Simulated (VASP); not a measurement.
# Al (P6/mmm) in VASP: settings compared, part 2 of 2

VASP 6.6.1. Earlier steps stand in the parts before.

## Step 4: Single point, PBE+D3(BJ)

Contents of INCAR:

```
ALGO = Normal
EDIFF = 1E-6
ENCUT = 520
GGA = PE
ISIF = 2
ISMEAR = -1
IVDW = 12
LASPH = T
LCHARG = F
LREAL = F
LWAVE = F
NBANDS = 10
NELM = 80
PREC = Accurate
SIGMA = 0.05
```

Contents of KPOINTS:

```
k-points
0
Gamma
  7 7 10
```

Contents of POSCAR:

```
Al
1.0
    4.4977283128      0.0000000000      0.0000000000
   -2.2488641564      3.8951469782      0.0000000000
    0.0000000000      0.0000000000      2.7133119764
Al
2
Direct
    0.3333333333      0.6666666667      0.0000000000
    0.6666666667      0.3333333333      0.0000000000
```

Potentials or basis: VASP PAW PBE potentials, release 64 (Al).

Started as:

```bash
> cat potpaw_PBE.64/Al/POTCAR > POTCAR
> mpirun -np 1 vasp_std > vasp.out
```

OUTCAR:

```text
EDIFF = 1E-6
   ENCUT = 520
   GGA = PE
   ISIF = 2
   ISMEAR = -1
   IVDW = 12
   LASPH = T
   LREAL = F
   NELM = 80
   PREC = Accurate
 IVDW          = 12

 ion  position               nearest neighbor table
   1  0.333  0.667  0.000-   2 2.60   2 2.60   2 2.60
   2  0.667  0.333  0.000-   1 2.60   1 2.60   1 2.60

  LATTYP: Found a hexagonal cell.
 ALAT       =     4.4977283128
 C/A-ratio  =     0.6032627557

  Lattice vectors:

 A1 = (   4.4977283128,   0.0000000000,   0.0000000000)
 A2 = (  -2.2488641564,   3.8951469782,   0.0000000000)
 A3 = (   0.0000000000,   0.0000000000,   2.7133119764)

Analysis of symmetry for initial positions (statically):
=====================================================================
 Subroutine PRICEL returns:
 Original cell was already a primitive cell.

 Routine SETGRP: Setting up the symmetry group for a
 hexagonal supercell.

 Subroutine GETGRP returns: Found 24 space group operations
 (whereof 24 operations were pure point group operations)
 out of a pool of 24 trial point group operations.

The static configuration has the point symmetry D_6h.

Analysis of symmetry for dynamics (positions and initial velocities):
=====================================================================
 Subroutine PRICEL returns:
 Original cell was already a primitive cell.

 Routine SETGRP: Setting up the symmetry group for a
 hexagonal supercell.

 Subroutine GETGRP returns: Found 24 space group operations
 (whereof 24 operations were pure point group operations)
 out of a pool of 24 trial point group operations.

The dynamic configuration has the point symmetry D_6h.

 Subroutine INISYM returns: Found 24 space group operations
 (whereof 24 operations are pure point group operations),
 and found     1 'primitive' translations

----------------------------------------------------------------------------------------
[... 117 lines left out ...]
   LORBIT       =      0    0 simple, 1 ext, 2 COOP (PROOUT), +10 PAW based schemes
   GGA     = PE    functional components
   LHFCALC =     F    Hartree Fock is set to
   AEXX    =    0.0000 exact exchange contribution
   IVDW    =    12    specifies the selected vdW correction
   LEPSILON=     F    determine dielectric tensor
   LRPA    =     F    only Hartree local field effects (RPA)
 non-spin polarized calculation
  energy-cutoff  :      520.00
  volume of cell :       47.54
 maximum number of plane-waves:      1300
 NGX is ok and might be reduce to    36
   NGX = 17   NGY = 17   NGZ = 11

 number of electron       6.0000000 magnetization

 Free energy of the ion-electron system (eV)
  ---------------------------------------------------
  ext. energy  EPLUGINS =         0.00000000
  ---------------------------------------------------
  free energy    TOTEN  =        -6.50918026 eV

  energy without entropy =       -6.50444043  energy(sigma->0) =       -6.50681034

 E-fermi :   4.2164     XC(G=0):  -8.5928

 val. band max:        4.1231954791   @ k =   0.2857   0.0000   0.3000
 cond. band min:       4.2325934545   @ k =   0.4286   0.1429   0.4000
 fundamental gap:      0.1093979754
 Fermi energy:         4.2163716680

 k-point     1 :       0.0000    0.0000    0.0000
  band No.  band energies     occupation
      1      -4.7423      2.00000
      2       3.3188      2.00000
      3       3.3188      2.00000
      4       3.7564      1.99980
      5       6.4142      0.00000
      6       6.4142      0.00000
      7       9.7155      0.00000
      8      13.9072      0.00000
      9      14.3583      0.00000
     10      20.4695      0.00000
[... 287 lines left out ...]
 k-point    24 :       0.2857    0.2857    0.2000
  band No.  band energies     occupation
      1      -2.0436      2.00000
      2      -1.0439      2.00000
      3       1.6504      2.00000
      4       7.9425      0.00000
      5       8.1565      0.00000
      6       9.2822      0.00000
      7      10.7121      0.00000
      8      11.4497      0.00000
      9      13.4663      0.00000
     10      14.9660      0.00000

 [... further k-points ...]

------------------------ aborting loop because EDIFF is reached ----------------------------------------

 Edisp (eV)   -0.46026

 E8    (eV) :    -0.2058

  FORCE on cell =-STRESS in cart. coord.  units (eV):
  Direction    XX          YY          ZZ          XY          YZ          ZX
  --------------------------------------------------------------------------------------
  -------------------------------------------------------------------------------------
  Total      -0.00636    -0.00636    -0.00275     0.00000    -0.00000     0.00000
  in kB      -0.21440    -0.21440    -0.09253     0.00000    -0.00000     0.00000
  external pressure =       -0.17 kB  Pullay stress =        0.00 kB

 VOLUME and BASIS-vectors are now :
 -----------------------------------------------------------------------------
  energy-cutoff  :      520.00
  volume of cell :       47.54
      direct lattice vectors                 reciprocal lattice vectors
     4.497728313  0.000000000  0.000000000     0.222334461  0.128364861  0.000000000
    -2.248864156  3.895146978  0.000000000     0.000000000  0.256729722  0.000000000
     0.000000000  0.000000000  2.713311976     0.000000000  0.000000000  0.368553269

 POSITION                                       TOTAL-FORCE (eV/Angst)
 -----------------------------------------------------------------------------------
     -0.00000      2.59676      0.00000         0.000000      0.000000      0.000000
      2.24886      1.29838      0.00000        -0.000000     -0.000000     -0.000000
 -----------------------------------------------------------------------------------
    total drift:                                0.000000     -0.000000     -0.000000

  FREE ENERGIE OF THE ION-ELECTRON SYSTEM (eV)
  ---------------------------------------------------
  free  energy   TOTEN  =        -6.9694405726 eV

  energy  without entropy=       -6.9647007420  energy(sigma->0) =       -6.96707066
```

stdout:

```text
POSCAR found type information on POSCAR Al
 POSCAR found :  1 types and       2 ions
 scaLAPACK will be used
 LDA part: xc-table for (Slater+PW92), standard interpolation
 POSCAR, INCAR and KPOINTS ok, starting setup
 FFT: planning ... GRIDC
 FFT: planning ... GRID_SOFT
 FFT: planning ... GRID
 WAVECAR not read
 entering main loop
```

Wall time 8.8 s (1 thread of Intel Xeon 6975P-C (Granite Rapids), shared host); peak memory 0.17 GiB.

Results:

```
Free energy                : -6.9694 eV
Pressure                   : 0.0 GPa
Band gap on the k mesh     : zero (band 3 reaches 6.69 eV, above the bottom of band 4 at 3.19 eV)
Dispersion energy per atom : -0.230 eV
```

Levels at points of the mesh, in eV from the Fermi level:
| k point | band 1 | band 2 | band 3 | band 4 | band 5 | band 6 | band 7 |
| --- | --- | --- | --- | --- | --- | --- | --- |
| (0.00, 0.00, 0.00) | -8.96 | -0.90 | -0.90 | -0.46 | 2.20 | 2.20 | 5.50 |
| (0.00, 0.00, 0.50) | -4.44 | -3.65 | 2.48 | 2.48 | 2.77 | 5.39 | 5.39 |

Caveat: pairwise dispersion overbinds metals, which lowers pressure and volume.

## Step 5: Single point, PBE+D3(BJ)

Contents of INCAR:

```
SYSTEM = Al
PREC     = Accurate       ! precision mode
ENCUT    = 520            ! plane-wave cutoff, eV
EDIFF    = 1E-7           ! SCF threshold, eV
ISMEAR   = -1             ! smearing method
SIGMA    = 0.05           ! smearing width, eV
LREAL    = .FALSE.        ! projectors in reciprocal space
LASPH    = .TRUE.         ! aspherical terms in the spheres
NELM     = 60             ! most SCF steps
ALGO     = Fast           ! electronic algorithm
ISIF     = 2              ! what is computed and relaxed
LWAVE    = .FALSE.        ! write WAVECAR
LCHARG   = .FALSE.        ! write CHGCAR
GGA      = PE             ! functional
IVDW     = 12             ! dispersion correction
NBANDS   = 10             ! bands
```

Contents of KPOINTS:

```
Automatic mesh
0
G
  7 7 10
  0 0 0
```

Contents of POSCAR:

```
Al
1.0
    4.5008530164      0.0000000000      0.0000000000
   -2.2504265082      3.8978530509      0.0000000000
    0.0000000000      0.0000000000      2.7151934468
Al
2
Direct
    0.3333333333      0.6666666667      0.0000000000
    0.6666666667      0.3333333333      0.0000000000
```

Potentials or basis: VASP PAW PBE potentials, release 64 (Al).

Started as:

```bash
> cat potpaw_PBE.64/Al/POTCAR > POTCAR
> mpirun -np 1 vasp_std > vasp.out
```

OUTCAR:

```text
SYSTEM = Al
   PREC = Accurate
   ENCUT = 520
   EDIFF = 1E-7
   ISMEAR = -1
   LREAL = .FALSE.
   LASPH = .TRUE.
   NELM = 60
   ISIF = 2
   GGA = PE
   IVDW = 12
 IVDW          = 12

 ion  position               nearest neighbor table
   1  0.333  0.667  0.000-   2 2.60   2 2.60   2 2.60
   2  0.667  0.333  0.000-   1 2.60   1 2.60   1 2.60

  LATTYP: Found a hexagonal cell.
 ALAT       =     4.5008530164
 C/A-ratio  =     0.6032619677

  Lattice vectors:

 A1 = (   4.5008530164,   0.0000000000,   0.0000000000)
 A2 = (  -2.2504265082,   3.8978530509,   0.0000000000)
[... 499 lines left out ...]

 Edisp (eV)   -0.45923

 E8    (eV) :    -0.2053

  FORCE on cell =-STRESS in cart. coord.  units (eV):
  Direction    XX          YY          ZZ          XY          YZ          ZX
  --------------------------------------------------------------------------------------
  -------------------------------------------------------------------------------------
  Total      -0.03674    -0.03674    -0.03123     0.00000    -0.00000     0.00000
  in kB      -1.23578    -1.23578    -1.05040     0.00000    -0.00000     0.00000
  external pressure =       -1.17 kB  Pullay stress =        0.00 kB

 VOLUME and BASIS-vectors are now :
 -----------------------------------------------------------------------------
  energy-cutoff  :      520.00
  volume of cell :       47.63
      direct lattice vectors                 reciprocal lattice vectors
     4.500853016  0.000000000  0.000000000     0.222180106  0.128275744  0.000000000
    -2.250426508  3.897853051  0.000000000     0.000000000  0.256551488  0.000000000
     0.000000000  0.000000000  2.715193447     0.000000000  0.000000000  0.368297884

 POSITION                                       TOTAL-FORCE (eV/Angst)
 -----------------------------------------------------------------------------------
     -0.00000      2.59857      0.00000        -0.000000      0.000000      0.000000
      2.25043      1.29928      0.00000         0.000000     -0.000000     -0.000000
 -----------------------------------------------------------------------------------
    total drift:                                0.000000     -0.000000     -0.000000

  FREE ENERGIE OF THE ION-ELECTRON SYSTEM (eV)
  ---------------------------------------------------
  free  energy   TOTEN  =        -6.9694009060 eV

  energy  without entropy=       -6.9646386178  energy(sigma->0) =       -6.96701976
```

OSZICAR:

```text
N       E                     dE             d eps       ncg     rms          rms(c)
DAV:   1     0.164270233342E+01    0.16427E+01   -0.22226E+03   968   0.454E+02
DAV:   2    -0.635833734133E+01   -0.80010E+01   -0.78095E+01  1268   0.518E+01
DAV:   3    -0.653653443133E+01   -0.17820E+00   -0.17735E+00  1206   0.697E+00
DAV:   4    -0.653843301050E+01   -0.18986E-02   -0.18985E-02  1262   0.794E-01
DAV:   5    -0.653846646997E+01   -0.33459E-04   -0.33459E-04  1190   0.944E-02    0.177E+00
RMM:   6    -0.652075041730E+01    0.17716E-01   -0.33986E-03   975   0.282E-01    0.109E+00
RMM:   7    -0.650941864585E+01    0.11332E-01   -0.10563E-02  1018   0.541E-01    0.984E-02
RMM:   8    -0.651004652851E+01   -0.62788E-03   -0.90921E-04  1063   0.178E-01    0.459E-02
RMM:   9    -0.651016824979E+01   -0.12172E-03   -0.23504E-04  1072   0.835E-02    0.158E-02
RMM:  10    -0.651017168105E+01   -0.34313E-05   -0.27099E-05  1120   0.325E-02    0.167E-02
RMM:  11    -0.651017208721E+01   -0.40616E-06   -0.60679E-06  1219   0.149E-02    0.315E-02
RMM:  12    -0.651017253806E+01   -0.45085E-06   -0.14856E-06  1093   0.761E-03    0.227E-02
RMM:  13    -0.651017252528E+01    0.12780E-07   -0.30759E-07  1036   0.332E-03
   1 F= -.69694009E+01 E0= -.69670198E+01  d E =-.476229E-02
```

stdout:

```text
POSCAR found type information on POSCAR Al
 POSCAR found :  1 types and       2 ions
 scaLAPACK will be used
 LDA part: xc-table for (Slater+PW92), standard interpolation
 POSCAR, INCAR and KPOINTS ok, starting setup
 FFT: planning ... GRIDC
 FFT: planning ... GRID_SOFT
 FFT: planning ... GRID
 WAVECAR not read
 entering main loop
```

Run time: 11 s. Hardware: 1 thread of Intel Xeon 6975P-C (Granite Rapids), shared host; peak memory 0.16 GiB.

Results:

| Quantity | Value |
| --- | --- |
| Free energy | -6.9694 eV |
| Pressure | -0.1 GPa |
| Band gap on the k mesh | zero (band 3 reaches 6.67 eV, above the bottom of band 4 at 3.17 eV) |
| Dispersion energy per atom | -0.230 eV |

Caveat: three body term missing; pairwise dispersion overbinds metals, which lowers pressure and volume.

## Step 6: Overview

```tsv
task	level	potentials or basis	cell	cutoff (eV)	gap on the mesh (eV)	pressure (GPa)
single point	PBEsol	VASP PAW PBE potentials, release 64 (Al)	a = 4.492, b = 4.492, c = 2.723 Å, angles 90.0, 90.0, 120.0°, 2 atoms	520	none	0.6
relaxation of cell and atoms	LDA	VASP PAW LDA potentials, release 64 (Al)	relaxed from a = 4.492, b = 4.492, c = 2.723 Å, angles 90.0, 90.0, 120.0°, 2 atoms	600	none	0.0
single point	PBE+D3(BJ)	VASP PAW PBE potentials, release 64 (Al)	a = 4.498, b = 4.498, c = 2.713 Å, angles 90.0, 90.0, 120.0°, 2 atoms	520	none	0.0
single point	PBE+D3(BJ)	VASP PAW PBE potentials, release 64 (Al)	a = 4.501, b = 4.501, c = 2.715 Å, angles 90.0, 90.0, 120.0°, 2 atoms	520	none	-0.1
```

Alike in all rows: no spin polarisation; k mesh 7 × 7 × 10; smearing fermi-dirac 0.05 eV.

Caveats: pairwise dispersion overbinds metals, which lowers pressure and volume (some runs); the PAW data sets were made with another functional, which shifts forces and pressure a little (some runs); three body term missing (some runs).

Absolute energies hang on the potentials; compare differences alone.
